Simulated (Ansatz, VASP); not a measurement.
## One calculation of Ni, two programs

File INCAR:

```
PREC = Accurate
ENCUT = 520
EDIFF = 1E-7
ISMEAR = -1
SIGMA = 0.05
LREAL = F
LASPH = T
NELM = 150
ALGO = Normal
ISIF = 2
LWAVE = F
LCHARG = T
ISPIN = 2
MAGMOM = 1.5
LORBIT = 11
LMAXMIX = 4
GGA = PE
LELF = T
LVHAR = T
NBANDS = 15
```

File KPOINTS:

```
Automatic mesh
0
Gamma
  20 20 20
```

Contents of POSCAR:

```
Ni
1.0
   -0.0530385000      1.7414307500      1.7414307500
    1.7414307500     -0.0530385000      1.7414307500
    1.7414307500      1.7414307500     -0.0530385000
Ni
1
Direct
    0.0000000000      0.0000000000      0.0000000000
```

Input for Ansatz:

```yaml
crystal:
  lattice:
    - [-0.0530385, 1.74143075, 1.74143075]
    - [1.74143075, -0.0530385, 1.74143075]
    - [1.74143075, 1.74143075, -0.0530385]
  atoms:
    - { symbol: Ni, position: [0.0, 0.0, 0.0], spin: 1.5 }
magnetization:
  spin_polarized: true
kpoints:
  mp_grid: { grid: [20, 20, 20] }
  band_path:
    path:
      - [0.0, 0.0, 0.0]
      - [0.5, 0.5, 0.5]
      - [0.2579113083, 0.5, 0.7420886917]
      - [-0.2579113083, 0.2579113083, 0.5]
      - [0.0, 0.0, 0.5]
      - [0.0, 0.0, 0.0]
      - [-0.3789556542, 0.0, 0.3789556542]
      - [0.0, 0.3789556542, 0.6210443458]
      - [0.0, 0.5, 0.5]
    npoints: 5
scf:
  occupations: { method: fermi_dirac, width: 0.05 }
hamiltonian:
  xc: pbe
  pseudopotentials: { kind: all_electron, lapw: { basis_error: 0.00025 } }
output:
  forces: true
  stress: true
  eigenvalues: true
```

Change from the starting cell: equal xy, yz and zx shear strains of -3 %.

Alike in both runs: task single point; functional PBE; k mesh 20 × 20 × 20; occupations fermi-dirac, width 0.05 eV; collinear spin.

```csv
,VASP,Ansatz
version,VASP 6.6.1,Ansatz 0.2.0
potentials or method,"VASP PAW PBE potentials, release 64 (Ni), cutoff 520 eV","all-electron LAPW, scalar-relativistic"
```

```csv
,VASP,Ansatz,Ansatz less VASP
pressure (GPa),-2.2,-2.2,0.00
"traceless stress, the component that is largest in VASP (GPa)",3.64,3.72,+0.077
net moment per atom (μB),0.63,0.64,+0.012
size of the moment on the site where the two differ most (μB),0.64,0.67,+0.027
```

Site moments also hang on the region over which each program counts them. Ansatz ran all-electron here, and VASP with PAW potentials.
